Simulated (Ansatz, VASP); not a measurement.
## One calculation of TaAs, two programs

```xyz
4
Lattice="3.3569 0.0000 0.0000 -1.6785 2.9072 0.0000 0.0000 0.0000 8.4421" Properties=species:S:1:pos:R:3 pbc="T T T"
Ta    0.0000    1.9381    0.3447
Ta    1.6785    0.9691    4.5658
As    0.0000    1.9381    2.8810
As    1.6785    0.9691    7.1021
```

Alike in both runs: functional PBE; k mesh 6 × 6 × 4; occupations gaussian, width 0.1 eV; no spin polarisation.

Ansatz relaxed the structure, and its values are those at the end. VASP's run is a single point on that final structure, the one shown.

|  | VASP | Ansatz |
| --- | --- | --- |
| version | VASP 6.6.1 | Ansatz 0.2.0 |
| potentials or method | VASP PAW PBE potentials, release 64 (Ta_pv, As), cutoff 520 eV | scalar-relativistic, plane waves, PAW |
| valence electrons in the cell | 32 | 56 |

```tsv
	VASP	Ansatz	Ansatz less VASP
gap on the k mesh at the Fermi level (eV)	none	none	-
pressure (GPa)	0.3	0.0	-0.29
rms of the force components (eV/Å)	0.010	0.000	-0.0095
```

A gap of «none» marks a metal or a gap that the smearing closes. The functional is the same, so the differences come from potentials, cutoffs and numerics. VASP's potentials hold 32 valence electrons a cell and Ansatz's 56, so a difference there can come from the potentials and not from the codes.

The k mesh is coarse, so the values compare programs but aren't converged. Spin-orbit coupling is off throughout.
